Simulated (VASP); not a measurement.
Input of a VASP 6.6.1 run:

Contents of INCAR:

```
PREC = Accurate
ENCUT = 520
EDIFF = 1E-6
ISMEAR = 0
SIGMA = 0.15
LREAL = False
LASPH = True
NELM = 80
ALGO = Normal
ISIF = 2
LWAVE = False
LCHARG = False
GGA = PE
NBANDS = 25
```

Contents of KPOINTS:

```
Automatic mesh
0
Gamma
  16 16 10
```

The input POSCAR:

```
CuO
1.0
    2.1854908135     -2.1865399283      0.1711135631
    2.1854908135      2.1865399283      0.1711135631
   -0.4237088622      0.0000000000      5.3920375990
Cu O
2 2
Direct
    0.0000000000      0.5000000000      0.0000000000
    0.5000000000      0.0000000000      0.5000000000
    0.5000828497      0.4999171503      0.2500000000
    0.4999171503      0.5000828497      0.7500000000
```

Potentials or basis: VASP PAW PBE potentials, release 64 (Cu, O).

Launch:

```sh
$ cat potpaw_PBE.64/Cu/POTCAR potpaw_PBE.64/O/POTCAR > POTCAR
$ mpirun -np 1 vasp_std > vasp.out
```

(1) Estimate the pressure.

(2) Predict the band gap on the k mesh.

Answers

(1) -15.4 GPa.

(2) zero (band 17 reaches 3.63 eV, above the bottom of band 18 at 2.54 eV).

Caveat: the cell differs from its parent crystal (strain +0.050 along x and y, +0.050 along z); semilocal functionals often make such compounds metallic where correlation or magnetic order opens a gap, which also shifts bond lengths.
